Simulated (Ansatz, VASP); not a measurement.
## As2Se: VASP beside Ansatz

Contents of INCAR:

```
ALGO     = Normal         # electronic algorithm
EDIFF    = 1E-7           # SCF threshold, eV
ENCUT    = 520            # plane-wave cutoff, eV
GGA      = PE             # functional
ISIF     = 2              # what is computed and relaxed
ISMEAR   = 0              # smearing method
LASPH    = T              # aspherical terms in the spheres
LCHARG   = T              # write CHGCAR
LELF     = T              # ELF
LREAL    = F              # projectors in reciprocal space
LVHAR    = T            
LWAVE    = F              # write WAVECAR
NBANDS   = 25             # bands
NELM     = 100            # most SCF steps
PREC     = Accurate       # precision mode
SIGMA    = 0.15           # smearing width, eV
```

The input KPOINTS:

```
k-points
0
Gamma
  12 12 12
```

File POSCAR:

```
As2Se
1.0
   -3.5884908469      3.5884908469      2.5686325731
    3.5884908469     -3.5884908469      2.5686325731
    3.5884908469      3.5884908469     -2.5686325731
As Se
4 2
Direct
    0.8750000000      0.1250000000      0.7500000000
    0.3750000000      0.1250000000      0.2500000000
    0.8750000000      0.6250000000      0.7500000000
    0.8750000000      0.1250000000      0.2500000000
    0.5000000000      0.5000000000      0.0000000000
    0.2500000000      0.7500000000      0.5000000000
```

Input for Ansatz:

```yaml
crystal:
  lattice:
    - [-3.5884908469, 3.5884908469, 2.5686325731]
    - [3.5884908469, -3.5884908469, 2.5686325731]
    - [3.5884908469, 3.5884908469, -2.5686325731]
  atoms:
    - { symbol: As, position: [0.875, 0.125, 0.75] }
    - { symbol: As, position: [0.375, 0.125, 0.25] }
    - { symbol: As, position: [0.875, 0.625, 0.75] }
    - { symbol: As, position: [0.875, 0.125, 0.25] }
    - { symbol: Se, position: [0.5, 0.5, 0.0] }
    - { symbol: Se, position: [0.25, 0.75, 0.5] }
basis:
  ecutwfc: 420
kpoints:
  mp_grid: { grid: [12, 12, 12] }
hamiltonian:
  xc: pbe
scf:
  occupations: { method: gaussian, width: 0.15 }
output:
  forces: true
  stress: true
  eigenvalues: true
```

Alike in both runs: task single point; functional PBE; k mesh 12 × 12 × 12; occupations gaussian, width 0.15 eV; no spin polarisation.

```csv
,VASP,Ansatz
version,VASP 6.6.1,Ansatz 0.2.0
potentials or method,"VASP PAW PBE potentials, release 64 (As, Se), cutoff 520 eV","scalar-relativistic, plane waves, PAW"
valence electrons in the cell,32,92
```

|  | VASP | Ansatz | Ansatz less VASP |
| --- | --- | --- | --- |
| gap on the k mesh at the Fermi level (eV) | none | none | - |
| pressure (GPa) | 0.9 | 0.8 | -0.10 |
| traceless stress, the component that is largest in VASP (GPa) | 2.43 | 2.40 | -0.029 |

A gap of «none» marks a metal or a gap that the smearing closes. With one functional, cell and mesh, what is left measures potentials, basis and numerics. VASP's potentials hold 32 valence electrons a cell and Ansatz's 92, so a difference there can come from the potentials and not from the codes.
